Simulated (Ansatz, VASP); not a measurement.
# One calculation of Be, two programs

File INCAR:

```
PREC = Accurate
ENCUT = 520
EDIFF = 1E-6
ISMEAR = 0
SIGMA = 0.1
LREAL = False
LASPH = True
NELM = 60
ALGO = Fast
ISIF = 2
LWAVE = False
LCHARG = False
GGA = PE
IVDW = 12
NBANDS = 9
```

The input KPOINTS:

```
Automatic mesh
0
Gamma
  9 9 6
```

POSCAR

```
Be
1.0
    2.2853000000      0.0000000000      0.0000000000
   -1.1426500000      1.9791278553      0.0000000000
    0.0000000000      0.0000000000      3.5842000000
Be
2
Direct
    0.3333333333      0.6666666667      0.2500000000
    0.6666666667      0.3333333333      0.7500000000
```

Input for Ansatz:

```yaml
crystal:
  lattice:
    - [2.2853, 0.0, 0.0]
    - [-1.14265, 1.9791278553, 0.0]
    - [0.0, 0.0, 3.5842]
  atoms:
    - { symbol: Be, position: [0.3333333333, 0.6666666667, 0.25] }
    - { symbol: Be, position: [0.6666666667, 0.3333333333, 0.75] }
basis:
  ecutwfc: 420
kpoints:
  mp_grid: { grid: [9, 9, 6] }
hamiltonian:
  xc: pbe
  dispersion: d3bj
scf:
  occupations: { method: gaussian, width: 0.1 }
output:
  forces: true
  stress: true
  eigenvalues: true
```

Alike in both runs: task single point; functional PBE; dispersion D3(BJ); k mesh 9 × 9 × 6; occupations gaussian, width 0.1 eV; no spin polarisation.

```csv
,VASP,Ansatz
version,VASP 6.6.1,Ansatz 0.2.0
potentials or method,"VASP PAW PBE potentials, release 64 (Be), cutoff 520 eV","scalar-relativistic, plane waves, PAW"
valence electrons in the cell,4,4
```

|  | VASP | Ansatz | Ansatz less VASP |
| --- | --- | --- | --- |
| gap on the k mesh at the Fermi level (eV) | none | none | - |
| pressure (GPa) | -9.9 | -10.0 | -0.15 |
| traceless stress, the component that is largest in VASP (GPa) | -1.64 | -1.67 | -0.026 |

A gap of «none» marks a metal or a gap that the smearing closes.
